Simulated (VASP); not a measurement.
# Al (R-3m) in VASP: a series of runs

Runs on Al. Level: PBEsol. Tasks: single point.

Everything below comes from runs of VASP 6.6.1. Logs are shortened: lines on timing, memory, paths and dates and some standing lists are left out, and cuts for length are marked.

### Step 1. The cell of the first run

It takes space group R-3m (No. 166, trigonal). The conventional cell has a = 3.877 Å, b = 3.877 Å, c = 9.497 Å, α = 90.00°, β = 90.00°, γ = 120.00°. Within 3.0 Å of Al (site symmetry 3m) lie 4 Al at 2.31 to 2.61 Å.

### Step 2. Single point, PBEsol (shortest bond scaled by 1.1)

Contents of INCAR:

```
SYSTEM = Al
ALGO = Normal ; EDIFF = 1E-7
ENCUT = 520 ; GGA = PS
ISIF = 2 ; ISMEAR = -1
LASPH = .True. ; LCHARG = .False.
LREAL = .False. ; LWAVE = .False.
NBANDS = 10 ; NELM = 60
PREC = Accurate ; SIGMA = 0.05
```

Contents of KPOINTS:

```
k-points
0
Gamma
  10 10 10
  0 0 0
```

Contents of POSCAR:

```
Al
1.0
    0.0000000000      2.7415165562      2.7415165562
    2.7415165562      0.0000000000      2.7415165562
    2.7415165562      2.7415165562      0.0000000000
Al
2
Direct
   -0.0875000000     -0.1375000000     -0.1375000000
    0.0875000000      0.1375000000      0.1375000000
```

Potentials or basis: VASP PAW PBE potentials, release 64 (Al).

Run with:

```console
$ cat potpaw_PBE.64/Al/POTCAR > POTCAR
$ mpirun -np 1 vasp_std > vasp.out
```

OUTCAR:

```text
SYSTEM = Al
   EDIFF = 1E-7
   ENCUT = 520
   GGA = PS
   ISIF = 2
   ISMEAR = -1
   LASPH = .True.
   LREAL = .False.
   NELM = 60
   PREC = Accurate

 ion  position               nearest neighbor table
   1  0.913  0.862  0.862-   2 2.31   2 2.31   2 2.31   2 2.61
   2  0.087  0.138  0.138-   1 2.31   1 2.31   1 2.31   1 2.61

  LATTYP: Found a face centered cubic cell.
 ALAT       =     5.4830331124

  Lattice vectors:

 A1 = (   0.0000000000,   2.7415165562,   2.7415165562)
 A2 = (   2.7415165562,   0.0000000000,   2.7415165562)
 A3 = (   2.7415165562,   2.7415165562,   0.0000000000)

Analysis of symmetry for initial positions (statically):
=====================================================================
 Subroutine PRICEL returns:
 Original cell was already a primitive cell.

 Routine SETGRP: Setting up the symmetry group for a
 face centered cubic supercell.

 Subroutine GETGRP returns: Found 12 space group operations
 (whereof  4 operations were pure point group operations)
 out of a pool of 48 trial point group operations.

The static configuration has the point symmetry C_2h.
 The point group associated with its full space group is D_3d.

Analysis of symmetry for dynamics (positions and initial velocities):
=====================================================================
 Subroutine PRICEL returns:
 Original cell was already a primitive cell.

 Routine SETGRP: Setting up the symmetry group for a
 face centered cubic supercell.

 Subroutine GETGRP returns: Found 12 space group operations
 (whereof  4 operations were pure point group operations)
 out of a pool of 48 trial point group operations.

The dynamic configuration has the point symmetry C_2h.
 The point group associated with its full space group is D_3d.

 Subroutine INISYM returns: Found 12 space group operations
 (whereof  4 operations are pure point group operations),
 and found     1 'primitive' translations

----------------------------------------------------------------------------------------

                                     Primitive cell

  volume of cell :      41.2100

  direct lattice vectors                    reciprocal lattice vectors
     0.000000000  2.741516556  2.741516556    -0.182380806  0.182380806  0.182380806
     2.741516556  0.000000000  2.741516556     0.182380806 -0.182380806  0.182380806
     2.741516556  2.741516556  0.000000000     0.182380806  0.182380806 -0.182380806

  length of vectors
     3.877089895  3.877089895  3.877089895     0.315892823  0.315892823  0.315892823
[... 82 lines left out ...]
   LREAL  =      F    real-space projection
   EDIFFG = 0.1E-05   stopping-criterion for IOM
   NSW    =      0    number of steps for IOM
   IBRION =     -1    ionic relax: 0-MD 1-quasi-New 2-CG
   NFREE  =      0    steps in history (QN), initial steepest desc. (CG)
   ISIF   =      2    stress and relaxation
   ISYM   =      2    0-nonsym 1-usesym 2-fastsym
   POTIM  = 0.5000    time-step for ionic-motion
   TEBEG  =    0.0;   TEEND  =   0.0 temperature during run
   PSTRESS=    0.0 pullay stress
   NELECT =       6.0000    total number of electrons
   NUPDOWN=      -1.0000    fix difference up-down
   EMIN   =  10.00;   EMAX   =-10.00  energy-range for DOS
   EFERMI =   0.00;   METHOD = LEGACY
   ISMEAR =    -1;   SIGMA  =   0.05  broadening in eV -4-tet -1-fermi 0-gaus
   EFERMI_NEDOS =   21; number of points for ismear=-14 and -15
   IALGO  =     38    algorithm
   IMIX   =      4    mixing-type and parameters
     AMIX     =   0.40;   BMIX     =  1.00
     AMIX_MAG =   1.60;   BMIX_MAG =  1.00
  volume/ion in A,a.u.               =      20.61       139.05
  Fermi-wavevector in a.u.,A,eV,Ry     =   0.861240  1.627508 10.091917  0.741735
  Thomas-Fermi vector in A             =   1.978865
   LORBIT       =      0    0 simple, 1 ext, 2 COOP (PROOUT), +10 PAW based schemes
   GGA     = PS    functional components
   LHFCALC =     F    Hartree Fock is set to
   AEXX    =    0.0000 exact exchange contribution
   IVDW    =     0    specifies the selected vdW correction
   LEPSILON=     F    determine dielectric tensor
   LRPA    =     F    only Hartree local field effects (RPA)
 non-spin polarized calculation
  energy-cutoff  :      520.00
  volume of cell :       41.21
 maximum number of plane-waves:      1123
 NGX is ok and might be reduce to    30
   NGX = 15   NGY = 15   NGZ = 15

 number of electron       6.0000000 magnetization

 Free energy of the ion-electron system (eV)
  ---------------------------------------------------
  ext. energy  EPLUGINS =         0.00000000
  ---------------------------------------------------
  free energy    TOTEN  =        -5.75921161 eV

  energy without entropy =       -5.75235678  energy(sigma->0) =       -5.75578420

 E-fermi :   4.9024     XC(G=0):  -9.2395

 val. band max:        4.8996502932   @ k =   0.3000   0.3000   0.0000
 cond. band min:       4.9045733742   @ k =   0.1000  -0.4000   0.3000
 fundamental gap:      0.0049230810
 Fermi energy:         4.9024268311

 k-point     1 :       0.0000    0.0000    0.0000
  band No.  band energies     occupation
      1      -4.3547      2.00000
      2       7.2540      0.00000
      3       7.2540      0.00000
      4       8.4679      0.00000
      5       9.0849      0.00000
      6       9.5420      0.00000
      7       9.5420      0.00000
      8      13.1256      0.00000
      9      13.4914      0.00000
     10      13.4914      0.00000
[... 287 lines left out ...]
 k-point    24 :       0.1000    0.0000    0.5000
  band No.  band energies     occupation
      1      -1.5361      2.00000
      2       0.2676      2.00000
      3       5.7802      0.00000
      4       5.9070      0.00000
      5       8.8328      0.00000
      6      10.3044      0.00000
      7      10.4671      0.00000
      8      13.7616      0.00000
      9      14.6482      0.00000
     10      16.1955      0.00000

 [... further k-points ...]
[... 5 lines left out ...]
  --------------------------------------------------------------------------------------
  -------------------------------------------------------------------------------------
  Total        5.0712307      5.0712307      5.0712307      2.1797969     -2.1797969      2.1797969
  in kB      197.1611469    197.1611469    197.1611469     84.7469346    -84.7469346     84.7469346
  external PRESSURE =     197.1611469 kB  Pullay stress =       0.0000000 kB

 VOLUME and BASIS-vectors are now :
 -----------------------------------------------------------------------------
  energy-cutoff  :      520.00
  volume of cell :       41.21
      direct lattice vectors                 reciprocal lattice vectors
     0.000000000  2.741516556  2.741516556    -0.182380806  0.182380806  0.182380806
     2.741516556  0.000000000  2.741516556     0.182380806 -0.182380806  0.182380806
     2.741516556  2.741516556  0.000000000     0.182380806  0.182380806 -0.182380806

 POSITION                                       TOTAL-FORCE (eV/Angst)
 -----------------------------------------------------------------------------------
      4.72912      4.86619      4.86619         0.688650     -0.688650     -0.688650
      0.75392      0.61684      0.61684        -0.688650      0.688650      0.688650
 -----------------------------------------------------------------------------------
    total drift:                                0.000000      0.000000     -0.000000

  FREE ENERGIE OF THE ION-ELECTRON SYSTEM (eV)
  ---------------------------------------------------
  free  energy   TOTEN  =        -5.7592116130 eV

  energy  without entropy=       -5.7523567844  energy(sigma->0) =       -5.75578420
```

OSZICAR:

```text
N       E                     dE             d eps       ncg     rms          rms(c)
DAV:   1     0.126977657183E+01    0.12698E+01   -0.21130E+03  2328   0.456E+02
DAV:   2    -0.566437379076E+01   -0.69342E+01   -0.66653E+01  3152   0.506E+01
DAV:   3    -0.581910552014E+01   -0.15473E+00   -0.15434E+00  2886   0.642E+00
DAV:   4    -0.582051976838E+01   -0.14142E-02   -0.14142E-02  2720   0.695E-01
DAV:   5    -0.582054287361E+01   -0.23105E-04   -0.23105E-04  2822   0.874E-02    0.231E+00
DAV:   6    -0.577681770111E+01    0.43725E-01   -0.29911E-02  2546   0.635E-01    0.137E+00
DAV:   7    -0.575945649364E+01    0.17361E-01   -0.40598E-02  2528   0.803E-01    0.135E-01
DAV:   8    -0.575920782379E+01    0.24867E-03   -0.24808E-03  2516   0.247E-01    0.944E-02
DAV:   9    -0.575922082232E+01   -0.12999E-04   -0.94044E-05  2680   0.556E-02    0.658E-02
DAV:  10    -0.575921206787E+01    0.87545E-05   -0.16812E-05  2538   0.167E-02    0.451E-03
DAV:  11    -0.575921161598E+01    0.45188E-06   -0.14811E-06  2870   0.496E-03    0.332E-03
DAV:  12    -0.575921161295E+01    0.30298E-08   -0.98035E-08  1330   0.166E-03
   1 F= -.57592116E+01 E0= -.57557842E+01  d E =-.685483E-02
```

stdout:

```text
POSCAR found type information on POSCAR Al
 POSCAR found :  1 types and       2 ions
 scaLAPACK will be used
 -----------------------------------------------------------------------------
|                                                                             |
|                                                                             |
|     You enforced a specific xc type in the INCAR file but a different       |
|     I HOPE YOU KNOW WHAT YOU ARE DOING!                                     |
|                                                                             |
 -----------------------------------------------------------------------------

 LDA part: xc-table for (Slater+PW92), standard interpolation
 POSCAR, INCAR and KPOINTS ok, starting setup
 FFT: planning ... GRIDC
 FFT: planning ... GRID_SOFT
 FFT: planning ... GRID
 WAVECAR not read
 entering main loop
```

Wall time 37 s (1 thread of Intel Xeon 6975P-C (Granite Rapids), shared host); peak memory 0.18 GiB.

What came out:

```yaml
Free_energy: -5.7592 eV
Pressure: 19.7 GPa
Largest_force: 1.193 eV/Å
Band_gap_on_the_k_mesh: zero (band 3 reaches 7.25 eV, above the bottom of band 4 at 3.11 eV)
```

Forces in eV/Å, atoms in the order of the input:
```
Al   0.689 -0.689 -0.689
Al  -0.689  0.689  0.689
```

Levels at points of the mesh, in eV from the Fermi level:
```csv
k point,band 1,band 2,band 3,band 4,band 5,band 6,band 7
"(0.00, 0.00, 0.00)",-9.26,2.35,2.35,3.57,4.18,4.64,4.64
"(0.50, 0.00, 0.00)",-6.71,-4.41,1.35,1.35,4.42,4.42,4.70
"(0.00, 0.50, 0.00)",-6.45,-4.86,1.17,1.98,4.26,4.45,5.02
"(0.50, 0.50, 0.00)",-4.95,-4.64,-0.63,-0.35,1.88,1.98,11.88
```

Caveat: the cell differs from its parent crystal (shortest bond scaled by 1.1); the PAW data sets were made with another functional, which shifts forces and pressure a little.

### Step 3. Single point, PBEsol (shortest bond scaled by 0.82)

Contents of INCAR:

```
SYSTEM = Al
PREC = Accurate
ENCUT = 520
EDIFF = 1E-6
ISMEAR = -1
SIGMA = 0.05
LREAL = .False.
LASPH = .True.
NELM = 80
ALGO = Normal
ISIF = 2
LWAVE = .False.
LCHARG = .False.
GGA = PS
NBANDS = 10
```

Contents of KPOINTS:

```
Automatic mesh
0
Gamma
  10 10 10
  0 0 0
```

Contents of POSCAR:

```
Al
1.0
    0.0000000000      2.7415165562      2.7415165562
    2.7415165562      0.0000000000      2.7415165562
    2.7415165562      2.7415165562      0.0000000000
Al
2
Direct
   -0.1925000000     -0.1025000000     -0.1025000000
    0.1925000000      0.1025000000      0.1025000000
```

Potentials or basis: VASP PAW PBE potentials, release 64 (Al).

Run with:

```console
$ cat potpaw_PBE.64/Al/POTCAR > POTCAR
$ mpirun -np 1 vasp_std > vasp.out
```

Run time: 41 s. Hardware: 1 thread of Intel Xeon 6975P-C (Granite Rapids), shared host; peak memory 0.18 GiB.

Results (log left out):

| Quantity | Value |
| --- | --- |
| Free energy | -4.4682 eV |
| Pressure | 27.1 GPa |
| Largest force | 8.713 eV/Å |
| Band gap on the k mesh | zero (band 3 reaches 8.43 eV, above the bottom of band 4 at 3.19 eV) |

Forces on the atoms (eV/Å):
```
Al  -5.030  5.030  5.030
Al   5.030 -5.030 -5.030
```

Stress tensor (GPa, compression positive):
```
 27.08 -24.47 -24.47
-24.47  27.08  24.47
-24.47  24.47  27.08
```

Levels at points of the mesh, in eV from the Fermi level:
| k point | band 1 | band 2 | band 3 | band 4 | band 5 | band 6 |
| --- | --- | --- | --- | --- | --- | --- |
| (0.00, 0.00, 0.00) | -9.30 | 1.64 | 3.50 | 3.50 | 3.82 | 3.82 |
| (0.50, 0.00, 0.00) | -6.04 | -5.52 | 1.59 | 1.59 | 4.35 | 4.98 |
| (0.00, 0.50, 0.00) | -6.72 | -4.55 | 0.92 | 2.25 | 3.48 | 4.27 |
| (0.50, 0.50, 0.00) | -5.23 | -4.46 | -0.52 | -0.39 | 1.49 | 2.15 |

Caveat: the cell differs from its parent crystal (shortest bond scaled by 0.82); the PAW data sets were made with another functional, which shifts forces and pressure a little.

### Step 4. Single point, PBEsol (shortest bond scaled by 0.82)

Contents of INCAR:

```
PREC     = Accurate       # precision mode
ENCUT    = 520            # plane-wave cutoff, eV
EDIFF    = 1E-7           # SCF threshold, eV
ISMEAR   = -1             # smearing method
SIGMA    = 0.05           # smearing width, eV
LREAL    = F              # projectors in reciprocal space
LASPH    = T              # aspherical terms in the spheres
NELM     = 60             # most SCF steps
ALGO     = Normal         # electronic algorithm
ISIF     = 2              # what is computed and relaxed
LWAVE    = F              # write WAVECAR
LCHARG   = F              # write CHGCAR
GGA      = PS             # functional
NBANDS   = 10             # bands
```

Contents of KPOINTS:

```
Automatic mesh
0
Gamma
  10 10 10
```

POSCAR is that of step 3.

Run with:

```console
$ cat potpaw_PBE.64/Al/POTCAR > POTCAR
$ mpirun -np 1 vasp_std > vasp.out
```

Wall time 37 s (1 thread of Intel Xeon 6975P-C (Granite Rapids), shared host); peak memory 0.18 GiB.

It converged, with:

* Free energy: -4.4682 eV
* Pressure: 27.1 GPa
* Largest force: 8.713 eV/Å
* Band gap on the k mesh: zero (band 3 reaches 8.43 eV, above the bottom of band 4 at 3.19 eV)

Forces in eV/Å, atoms in the order of the input:
```
Al  -5.030  5.030  5.030
Al   5.030 -5.030 -5.030
```

Stress tensor (GPa, compression positive):
```
 27.08 -24.47 -24.47
-24.47  27.08  24.47
-24.47  24.47  27.08
```

Levels at points of the mesh, in eV from the Fermi level:
| k point | band 1 | band 2 | band 3 | band 4 | band 5 | band 6 | band 7 |
| --- | --- | --- | --- | --- | --- | --- | --- |
| (0.00, 0.00, 0.00) | -9.30 | 1.64 | 3.50 | 3.50 | 3.82 | 3.82 | 5.34 |
| (0.50, 0.00, 0.00) | -6.04 | -5.52 | 1.59 | 1.59 | 4.35 | 4.98 | 4.98 |
| (0.00, 0.50, 0.00) | -6.72 | -4.55 | 0.92 | 2.25 | 3.48 | 4.27 | 5.29 |
| (0.50, 0.50, 0.00) | -5.23 | -4.46 | -0.52 | -0.39 | 1.49 | 2.15 | 11.03 |

Caveat: the cell differs from its parent crystal (shortest bond scaled by 0.82); the PAW data sets were made with another functional, which shifts forces and pressure a little.

### Step 5. Single point, PBEsol (shortest bond scaled by 0.76)

Contents of INCAR:

```
ALGO     = Normal         # electronic algorithm
EDIFF    = 1E-7           # SCF threshold, eV
ENCUT    = 520            # plane-wave cutoff, eV
GGA      = PS             # functional
ISIF     = 2              # what is computed and relaxed
ISMEAR   = -1             # smearing method
LASPH    = True           # aspherical terms in the spheres
LCHARG   = False          # write CHGCAR
LREAL    = False          # projectors in reciprocal space
LWAVE    = False          # write WAVECAR
NBANDS   = 10             # bands
NELM     = 80             # most SCF steps
PREC     = Accurate       # precision mode
SIGMA    = 0.05           # smearing width, eV
```

Contents of KPOINTS:

```
k-points
0
Gamma
  10 10 10
```

Contents of POSCAR:

```
Al
1.0
    0.0000000000      2.7415165562      2.7415165562
    2.7415165562      0.0000000000      2.7415165562
    2.7415165562      2.7415165562      0.0000000000
Al
2
Direct
   -0.2150000000     -0.0950000000     -0.0950000000
    0.2150000000      0.0950000000      0.0950000000
```

Run with:

```console
$ cat potpaw_PBE.64/Al/POTCAR > POTCAR
$ mpirun -np 1 vasp_std > vasp.out
```

Run time: 35 s. Hardware: 1 thread of Intel Xeon 6975P-C (Granite Rapids), shared host; peak memory 0.18 GiB.

The run converged. Its results:

- Free energy: -2.8208 eV
- Pressure: 35.3 GPa
- Largest force: 14.756 eV/Å
- Band gap on the k mesh: zero (band 3 reaches 8.35 eV, above the bottom of band 4 at 3.12 eV)

Forces in eV/Å, atoms in the order of the input:
```
Al  -8.519  8.519  8.519
Al   8.519 -8.519 -8.519
```

Stress tensor (GPa, compression positive):
```
 35.31 -36.36 -36.36
-36.36  35.31  36.36
-36.36  36.36  35.31
```

Levels at points of the mesh, in eV from the Fermi level:
| k point | band 1 | band 2 | band 3 | band 4 | band 5 | band 6 | band 7 | band 8 |
| --- | --- | --- | --- | --- | --- | --- | --- | --- |
| (0.00, 0.00, 0.00) | -9.34 | 1.51 | 3.39 | 3.39 | 3.76 | 3.76 | 5.65 | 7.60 |
| (0.50, 0.00, 0.00) | -5.88 | -5.80 | 1.48 | 1.48 | 4.38 | 5.04 | 5.04 | 8.41 |
| (0.00, 0.50, 0.00) | -6.82 | -4.53 | 0.90 | 2.52 | 2.95 | 4.02 | 5.53 | 7.54 |
| (0.50, 0.50, 0.00) | -5.41 | -4.38 | -0.44 | -0.42 | 1.20 | 2.18 | 10.51 | 11.87 |

Caveat: the cell differs from its parent crystal (shortest bond scaled by 0.76); the PAW data sets were made with another functional, which shifts forces and pressure a little.
